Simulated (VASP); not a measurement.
# Mg5ZnS6 (P31m) in VASP: notebook

The runs below take Mg5ZnS6 through single point, with PBE, PBEsol.

Program: VASP 6.6.1. These are calculated values, not measurements. Logs are shortened: lines on timing, memory, paths and dates and some standing lists are left out, and cuts for length are marked.

## Step 1: The cell of the first run

The structure is trigonal, space group P31m (No. 157). Conventional cell: a = 6.960 Å, b = 6.960 Å, c = 6.470 Å, α = 90.00°, β = 90.00°, γ = 120.00°. Mg (site symmetry m) has 4 S at 2.45 to 2.47 Å within 3.2 Å. Within 3.3 Å of Mg (site symmetry 3) lie 4 S at 2.47 to 2.48 Å. Within 3.1 Å of Zn (site symmetry 3m) lie 4 S at 2.37 to 2.38 Å. S (site symmetry m) has 1 Zn at 2.38 Å and 3 Mg at 2.47 to 2.48 Å within 3.1 Å. Within 3.2 Å of S (site symmetry 3) lie 4 Mg at 2.45 to 2.47 Å. Within 3.1 Å of S (site symmetry 3m) lie 1 Zn at 2.37 Å and 3 Mg at 2.45 Å.

## Step 2: Single point, PBE

Input file INCAR:

```
SYSTEM = Mg5ZnS6
PREC = Accurate
ENCUT = 520
EDIFF = 1E-6
ISMEAR = 0
SIGMA = 0.02
LREAL = .False.
LASPH = .True.
NELM = 100
ALGO = Normal
ISIF = 2
LWAVE = .False.
LCHARG = .False.
GGA = PE
NBANDS = 41
```

Input file KPOINTS:

```
regular mesh
0
Gamma
  6 6 4
  0 0 0
```

Input file POSCAR:

```
Mg5ZnS6
1.0
    6.9595102876      0.0000000000      0.0000000000
   -3.4797551438      6.0271127069      0.0000000000
    0.0000000000      0.0000000000      6.4698924053
Mg Zn S
5 1 6
Direct
    0.0000000000      0.6698284251      0.0024083011
    0.6698284251      0.0000000000      0.0024083011
    0.3301715749      0.3301715749      0.0024083011
    0.3333333333      0.6666666667      0.5029451717
    0.6666666667      0.3333333333      0.5029451717
    0.0000000000      0.0000000000      0.5042070683
    0.0000000000      0.6768882777      0.3846750577
    0.6768882777      0.0000000000      0.3846750577
    0.3231117223      0.3231117223      0.3846750577
    0.3333333333      0.6666666667      0.8842664075
    0.0000000000      0.0000000000      0.8701196370
    0.6666666667      0.3333333333      0.8842664075
```

Potentials or basis: VASP PAW PBE potentials, release 64 (Mg, Zn, S).

Launch:

```bash
$ cat potpaw_PBE.64/Mg/POTCAR potpaw_PBE.64/Zn/POTCAR potpaw_PBE.64/S/POTCAR > POTCAR
$ mpirun -np 1 vasp_std > vasp.out
```

OUTCAR:

```text
SYSTEM = Mg5ZnS6
   PREC = Accurate
   ENCUT = 520
   EDIFF = 1E-6
   ISMEAR = 0
   LREAL = .False.
   LASPH = .True.
   NELM = 100
   ISIF = 2
   GGA = PE

 ion  position               nearest neighbor table
   1  0.000  0.670  0.002-  11 2.45  10 2.45  12 2.45   7 2.47
   2  0.670  0.000  0.002-  11 2.45  12 2.45  10 2.45   8 2.47
   3  0.330  0.330  0.002-  11 2.45  10 2.45  12 2.45   9 2.47
   4  0.333  0.667  0.503-  10 2.47   7 2.48   8 2.48   9 2.48
   5  0.667  0.333  0.503-  12 2.47   8 2.48   7 2.48   9 2.48
   6  0.000  0.000  0.504-  11 2.37   9 2.38   7 2.38   8 2.38
   7  0.000  0.677  0.385-   6 2.38   1 2.47   4 2.48   5 2.48
   8  0.677  0.000  0.385-   6 2.38   2 2.47   5 2.48   4 2.48
   9  0.323  0.323  0.385-   6 2.38   3 2.47   4 2.48   5 2.48
  10  0.333  0.667  0.884-   1 2.45   2 2.45   3 2.45   4 2.47
  11  0.000  0.000  0.870-   6 2.37   3 2.45   1 2.45   2 2.45
  12  0.667  0.333  0.884-   2 2.45   1 2.45   3 2.45   5 2.47

  LATTYP: Found a hexagonal cell.
 ALAT       =     6.9595102876
 C/A-ratio  =     0.9296476531

  Lattice vectors:

 A1 = (   6.9595102876,   0.0000000000,   0.0000000000)
 A2 = (  -3.4797551438,   6.0271127069,   0.0000000000)
 A3 = (   0.0000000000,   0.0000000000,   6.4698924053)

Analysis of symmetry for initial positions (statically):
=====================================================================
 Subroutine PRICEL returns:
 Original cell was already a primitive cell.

 Routine SETGRP: Setting up the symmetry group for a
 hexagonal supercell.

 Subroutine GETGRP returns: Found  6 space group operations
 (whereof  6 operations were pure point group operations)
 out of a pool of 24 trial point group operations.

The static configuration has the point symmetry C_3v.

Analysis of symmetry for dynamics (positions and initial velocities):
=====================================================================
 Subroutine PRICEL returns:
 Original cell was already a primitive cell.

 Routine SETGRP: Setting up the symmetry group for a
 hexagonal supercell.

 Subroutine GETGRP returns: Found  6 space group operations
 (whereof  6 operations were pure point group operations)
 out of a pool of 24 trial point group operations.

The dynamic configuration has the point symmetry C_3v.

 Subroutine INISYM returns: Found  6 space group operations
 (whereof  6 operations are pure point group operations),
 and found     1 'primitive' translations

----------------------------------------------------------------------------------------

                                     Primitive cell

  volume of cell :     271.3845

  direct lattice vectors                    reciprocal lattice vectors
     6.959510288  0.000000000  0.000000000     0.143688271  0.082958462  0.000000000
    -3.479755144  6.027112707  0.000000000     0.000000000  0.165916924  0.000000000
     0.000000000  0.000000000  6.469892405     0.000000000  0.000000000  0.154562076

  length of vectors
     6.959510288  6.959510288  6.469892405     0.165916924  0.165916924  0.154562076

  position of ions in fractional coordinates (direct lattice)
     0.000000000  0.669828425  0.002408301
     0.669828425  0.000000000  0.002408301
     0.330171575  0.330171575  0.002408301
     0.333333333  0.666666667  0.502945172
     0.666666667  0.333333333  0.502945172
     0.000000000  0.000000000  0.504207068
     0.000000000  0.676888278  0.384675058
     0.676888278  0.000000000  0.384675058
     0.323111722  0.323111722  0.384675058
     0.333333333  0.666666667  0.884266408
     0.000000000  0.000000000  0.870119637
     0.666666667  0.333333333  0.884266408

  ion indices of the primitive-cell ions
   primitive index   ion index
                 1           1
                 2           2
                 3           3
                 4           4
                 5           5
                 6           6
                 7           7
                 8           8
                 9           9
                10          10
                11          11
                12          12

----------------------------------------------------------------------------------------

 KPOINTS: regular mesh

Automatic generation of k-mesh.
 Grid dimensions read from file:
 generate k-points for:    6    6    4

 Generating k-lattice:

  Cartesian coordinates                     Fractional coordinates (reciprocal lattice)
     0.023948045  0.013826410  0.000000000     0.166666667  0.000000000  0.000000000
     0.000000000  0.027652821  0.000000000     0.000000000  0.166666667  0.000000000
     0.000000000  0.000000000  0.038640519     0.000000000  0.000000000  0.250000000

  Length of vectors
     0.027652821  0.027652821  0.038640519

  Shift w.r.t. Gamma in fractional coordinates (k-lattice)
     0.000000000  0.000000000  0.000000000

 Subroutine IBZKPT returns following result:
 ===========================================

 Found     24 irreducible k-points:

 Following reciprocal coordinates:
            Coordinates               Weight
  0.000000  0.000000  0.000000      1.000000
  0.166667  0.000000  0.000000      6.000000
  0.333333  0.000000  0.000000      6.000000
  0.500000  0.000000  0.000000      3.000000
  0.166667  0.166667  0.000000      6.000000
  0.333333  0.166667  0.000000     12.000000
[... 16 lines left out ...]
  0.333333  0.166667  0.500000     12.000000
  0.333333  0.333333  0.500000      2.000000
   k-points           NKPTS =     24   k-points in BZ     NKDIM =     24   number of bands    NBANDS=     41
   number of dos      NEDOS =    301   number of ions     NIONS =     12
   total plane-waves  NPLWV = 139968
   dimension x,y,z NGX =    54 NGY =   54 NGZ =   48
   dimension x,y,z NGXF=   108 NGYF=  108 NGZF=   96
   ions per type =               5   1   6
   NGX,Y,Z   is equivalent  to a cutoff of  12.90, 12.90, 12.33 a.u.
   NGXF,Y,Z  is equivalent  to a cutoff of  25.80, 25.80, 24.67 a.u.
 SYSTEM =  Mg5ZnS6
   PREC   = accura    normal or accurate (medium, high low for compatibility)
   ISTART =      0    job   : 0-new  1-cont  2-samecut
   ICHARG =      2    charge: 1-file 2-atom 10-const
   ISPIN  =      1    spin polarized calculation?
   LNONCOLLINEAR =      F non collinear calculations
   LSORBIT =      F    spin-orbit coupling
   LASPH  =      T    aspherical Exc in radial PAW
   ENCUT  =  520.0 eV  38.22 Ry    6.18 a.u.  12.94 12.94 12.03*2*pi/ulx,y,z
   NELM   =    100;   NELMIN=  2; NELMDL= -5     # of ELM steps
   EDIFF  = 0.1E-05   stopping-criterion for ELM
   LREAL  =      F    real-space projection
[... 7 lines left out ...]
   TEBEG  =    0.0;   TEEND  =   0.0 temperature during run
   PSTRESS=    0.0 pullay stress
   NELECT =      58.0000    total number of electrons
   NUPDOWN=      -1.0000    fix difference up-down
   EMIN   =  10.00;   EMAX   =-10.00  energy-range for DOS
   EFERMI =   0.00;   METHOD = LEGACY
   ISMEAR =     0;   SIGMA  =   0.02  broadening in eV -4-tet -1-fermi 0-gaus
   EFERMI_NEDOS =   21; number of points for ismear=-14 and -15
   IALGO  =     38    algorithm
   IMIX   =      4    mixing-type and parameters
     AMIX     =   0.40;   BMIX     =  1.00
     AMIX_MAG =   1.60;   BMIX_MAG =  1.00
  volume/ion in A,a.u.               =      22.62       152.62
  Fermi-wavevector in a.u.,A,eV,Ry     =   0.978789  1.849643 13.034765  0.958028
  Thomas-Fermi vector in A             =   2.109592
   LORBIT       =      0    0 simple, 1 ext, 2 COOP (PROOUT), +10 PAW based schemes
   GGA     = PE    functional components
   LHFCALC =     F    Hartree Fock is set to
   AEXX    =    0.0000 exact exchange contribution
   IVDW    =     0    specifies the selected vdW correction
   LEPSILON=     F    determine dielectric tensor
   LRPA    =     F    only Hartree local field effects (RPA)
 non-spin polarized calculation
 Gauss-broadening in eV      SIGMA  =   0.02
  energy-cutoff  :      520.00
  volume of cell :      271.38
 maximum number of plane-waves:      7324
 NGX is ok and might be reduce to    54
   NGX = 25   NGY = 25   NGZ = 25

 number of electron      57.9999988 magnetization

 Free energy of the ion-electron system (eV)
  ---------------------------------------------------
  ext. energy  EPLUGINS =         0.00000000
  ---------------------------------------------------
  free energy    TOTEN  =       -49.23987690 eV

  energy without entropy =      -49.23987690  energy(sigma->0) =      -49.23987690

 E-fermi :   1.2644     XC(G=0):  -8.4911

 val. band max:        1.1785866658   @ k =   0.0000   0.0000   0.0000
 cond. band min:       4.3078171895   @ k =   0.0000   0.0000   0.0000
 fundamental gap:      3.1292305237
 Fermi energy:         1.2643582105

 k-point     1 :       0.0000    0.0000    0.0000
  band No.  band energies     occupation
      1     -10.4135      2.00000
      2      -9.6813      2.00000
      3      -9.5785      2.00000
      4      -9.5785      2.00000
      5      -9.5496      2.00000
      6      -9.4558      2.00000
[... 33 lines left out ...]
     40       8.5821      0.00000
     41       8.5821      0.00000

 k-point     2 :       0.1667    0.0000    0.0000
  band No.  band energies     occupation
      1     -10.3680      2.00000
      2      -9.6770      2.00000
      3      -9.6545      2.00000
      4      -9.6257      2.00000
      5      -9.5028      2.00000
      6      -9.4437      2.00000
[... 33 lines left out ...]
     40       8.5536      0.00000
     41       8.7162      0.00000

 k-point     3 :       0.3333    0.0000    0.0000
  band No.  band energies     occupation
      1     -10.2424      2.00000
      2      -9.8340      2.00000
      3      -9.6930      2.00000
      4      -9.6008      2.00000
      5      -9.4858      2.00000
      6      -9.4446      2.00000
[... 33 lines left out ...]
     40       8.3034      0.00000
     41       8.4641      0.00000

 k-point     4 :       0.5000    0.0000    0.0000
  band No.  band energies     occupation
      1     -10.1106      2.00000
      2      -9.9793      2.00000
      3      -9.7193      2.00000
      4      -9.5593      2.00000
      5      -9.4876      2.00000
      6      -9.4594      2.00000
[... 825 lines left out ...]
     40       7.8950      0.00000
     41       7.9278      0.00000

 k-point    23 :       0.3333    0.1667    0.5000
  band No.  band energies     occupation
      1      -9.9229      2.00000
      2      -9.8112      2.00000
      3      -9.7369      2.00000
      4      -9.6644      2.00000
      5      -9.6535      2.00000
      6      -9.5640      2.00000
[... 33 lines left out ...]
     40       7.8497      0.00000
     41       7.9129      0.00000

 k-point    24 :       0.3333    0.3333    0.5000
  band No.  band energies     occupation
      1      -9.8692      2.00000
      2      -9.7468      2.00000
      3      -9.7353      2.00000
      4      -9.7353      2.00000
      5      -9.6379      2.00000
      6      -9.6379      2.00000
[... 33 lines left out ...]
     40       7.7985      0.00000
     41       7.7985      0.00000

------------------------ aborting loop because EDIFF is reached ----------------------------------------

  FORCE on cell =-STRESS in cart. coord.  units (eV):
  Direction    XX          YY          ZZ          XY          YZ          ZX
  --------------------------------------------------------------------------------------
  -------------------------------------------------------------------------------------
  Total       -0.2021838     -0.2021838     -0.1792874     -0.0000000      0.0000000      0.0000000
  in kB       -1.1936360     -1.1936360     -1.0584619     -0.0000000      0.0000000      0.0000000
  external PRESSURE =      -1.1485780 kB  Pullay stress =       0.0000000 kB

 VOLUME and BASIS-vectors are now :
 -----------------------------------------------------------------------------
  energy-cutoff  :      520.00
  volume of cell :      271.38
      direct lattice vectors                 reciprocal lattice vectors
     6.959510288  0.000000000  0.000000000     0.143688271  0.082958462  0.000000000
    -3.479755144  6.027112707  0.000000000     0.000000000  0.165916924  0.000000000
     0.000000000  0.000000000  6.469892405     0.000000000  0.000000000  0.154562076

 POSITION                                       TOTAL-FORCE (eV/Angst)
 -----------------------------------------------------------------------------------
     -2.33084      4.03713      0.01558         0.000265     -0.000459     -0.003773
      4.66168      0.00000      0.01558        -0.000530     -0.000000     -0.003773
      1.14892      1.98998      0.01558         0.000265      0.000459     -0.003773
     -0.00000      4.01808      3.25400         0.000000     -0.000000     -0.004023
      3.47976      2.00904      3.25400         0.000000      0.000000     -0.004023
      0.00000      0.00000      3.26217        -0.000000     -0.000000     -0.007255
     -2.35541      4.07968      2.48881         0.008415     -0.014575     -0.002555
      4.71081      0.00000      2.48881        -0.016829     -0.000000     -0.002555
      1.12435      1.94743      2.48881         0.008415      0.014575     -0.002555
     -0.00000      4.01808      5.72111         0.000000     -0.000000      0.005002
      0.00000      0.00000      5.62958        -0.000000      0.000000      0.024279
      3.47976      2.00904      5.72111        -0.000000     -0.000000      0.005002
 -----------------------------------------------------------------------------------
    total drift:                               -0.000002     -0.000003     -0.000179

  FREE ENERGIE OF THE ION-ELECTRON SYSTEM (eV)
  ---------------------------------------------------
  free  energy   TOTEN  =       -49.2398769025 eV

  energy  without entropy=      -49.2398769025  energy(sigma->0) =      -49.23987690
```

Run time: 4 min. Hardware: 1 thread of Intel Xeon 6975P-C (Granite Rapids), shared host; peak memory 0.5 GiB.

Results:

```yaml
Free_energy: -49.2399 eV
Pressure: -0.1 GPa
Largest_force: 0.024 eV/Å
Band_gap_on_the_k_mesh: 3.13 eV
```

Forces in eV/Å, atoms in the order of the input:
```
Mg   0.000  0.000 -0.004
Mg  -0.001  0.000 -0.004
Mg   0.000  0.000 -0.004
Mg   0.000  0.000 -0.004
Mg   0.000  0.000 -0.004
Zn   0.000  0.000 -0.007
S    0.008 -0.015 -0.003
S   -0.017  0.000 -0.003
S    0.008  0.015 -0.003
S    0.000  0.000  0.005
S    0.000  0.000  0.024
S    0.000  0.000  0.005
```

Levels at points of the mesh, in eV from the valence-band top:
```
           k point  band 27  band 28  band 29  band 30  band 31  band 32
(0.00, 0.00, 0.00)    -0.06    -0.06     0.00     3.13     4.42     4.78
(0.50, 0.00, 0.00)    -0.45    -0.43    -0.32     4.45     5.05     5.13
(0.00, 0.00, 0.50)    -0.41    -0.22    -0.22     4.29     4.85     5.19
(0.50, 0.00, 0.50)    -0.74    -0.74    -0.65     4.28     4.57     5.14
```

## Step 3: Single point, PBEsol

Input file INCAR:

```
PREC = Accurate
ENCUT = 520
EDIFF = 1E-6
ISMEAR = 0
SIGMA = 0.02
LREAL = False
LASPH = True
NELM = 80
ALGO = Normal
ISIF = 2
LWAVE = False
LCHARG = False
GGA = PS
NBANDS = 41
```

Input file KPOINTS:

```
Automatic mesh
0
Gamma
  6 6 4
```

POSCAR is that of step 2.

Potentials or basis: VASP PAW PBE potentials, release 64 (Mg, Zn, S).

Launch:

```bash
$ cat potpaw_PBE.64/Mg/POTCAR potpaw_PBE.64/Zn/POTCAR potpaw_PBE.64/S/POTCAR > POTCAR
$ mpirun -np 1 vasp_std > vasp.out
```

Run time: 3.4 min. Hardware: 1 thread of Intel Xeon 6975P-C (Granite Rapids), shared host; peak memory 0.5 GiB.

The run converged. Its results:

* Free energy: -52.1473 eV
* Pressure: -1.7 GPa
* Largest force: 0.132 eV/Å
* Band gap on the k mesh: 2.98 eV

Forces in eV/Å, atoms in the order of the input:
```
Mg  -0.001  0.001 -0.009
Mg   0.001  0.000 -0.009
Mg  -0.001 -0.001 -0.009
Mg   0.000  0.000 -0.002
Mg   0.000  0.000 -0.002
Zn   0.000  0.000 -0.002
S   -0.062  0.107  0.047
S    0.124  0.000  0.047
S   -0.062 -0.107  0.047
S    0.000  0.000  0.007
S    0.000  0.000 -0.121
S    0.000  0.000  0.007
```

Levels at points of the mesh, in eV from the valence-band top:
```csv
k point,band 25,band 26,band 27,band 28,band 29,band 30,band 31,band 32,band 33,band 34
"(0.00, 0.00, 0.00)",-0.57,-0.57,-0.06,-0.06,0.00,2.98,4.30,4.61,4.61,6.56
"(0.50, 0.00, 0.00)",-0.65,-0.49,-0.46,-0.44,-0.33,4.32,4.94,4.99,5.22,5.44
"(0.00, 0.00, 0.50)",-0.62,-0.41,-0.41,-0.23,-0.23,4.18,4.72,5.07,5.60,5.60
"(0.50, 0.00, 0.50)",-0.87,-0.81,-0.76,-0.76,-0.67,4.14,4.42,5.01,5.28,5.36
```

Caveat: the PAW data sets were made with another functional, which shifts forces and pressure a little. A k mesh can miss the band edges.
